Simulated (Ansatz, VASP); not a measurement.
InP: VASP beside Ansatz

The input INCAR:

```
ALGO = Normal ; EDIFF = 1E-6
ENCUT = 500 ; GGA = CA
GGA_COMPAT = F ; ISIF = 2
ISMEAR = -1 ; LASPH = T
LCHARG = T ; LELF = T
LREAL = F ; LVHAR = T
LWAVE = F ; NBANDS = 16
NELM = 120 ; PREC = Accurate
SIGMA = 0.05
```

KPOINTS

```
k-points
0
Gamma
  11 11 11
```

POSCAR

```
InP
1.0
    0.0000000000      2.5108418368      2.5108418368
    2.5108418368      0.0000000000      2.5108418368
    2.5108418368      2.5108418368      0.0000000000
In P
1 1
Direct
    0.0000000000      0.0000000000      0.0000000000
    0.2500000000      0.2500000000      0.2500000000
```

Input for Ansatz:

```yaml
crystal:
  lattice:
    - [0.0, 2.5108418368, 2.5108418368]
    - [2.5108418368, 0.0, 2.5108418368]
    - [2.5108418368, 2.5108418368, 0.0]
  atoms:
    - { symbol: In, position: [0.0, 0.0, 0.0] }
    - { symbol: P, position: [0.25, 0.25, 0.25] }
kpoints:
  mp_grid: { grid: [11, 11, 11] }
scf:
  occupations: { method: fermi_dirac, width: 0.05 }
hamiltonian:
  xc: lda
  pseudopotentials: { kind: paw }
output:
  forces: true
  stress: true
  eigenvalues: true
  populations: true
```

Change from the starting cell: volume scaled by 0.64, PAW files.

Alike in both runs: task single point; functional LDA; k mesh 11 × 11 × 11; occupations fermi-dirac, width 0.05 eV; no spin polarisation.

|  | VASP | Ansatz |
| --- | --- | --- |
| version | VASP 6.6.1 | Ansatz 0.2.0 |
| potentials or method | VASP PAW LDA potentials, release 64 (In_d, P) | PAW with Ansatz's default frozen-core files, scalar-relativistic |
| plane-wave cutoff (eV) | 500 | 420 |
| valence electrons in the cell | 18 | 18 |

Ansatz gave:

```
pressure (GPa) : 85.7
```

Question: Which values does VASP return?

Answer: Pressure (GPa): 85.4.

LDA's correlation is that of Perdew and Zunger in VASP and of Perdew and Wang (1992) in Ansatz. Both programs put the cell under a high pressure, so it lies far from rest at this level.

Noted on VASP's run: the cell as given lies far from equilibrium.
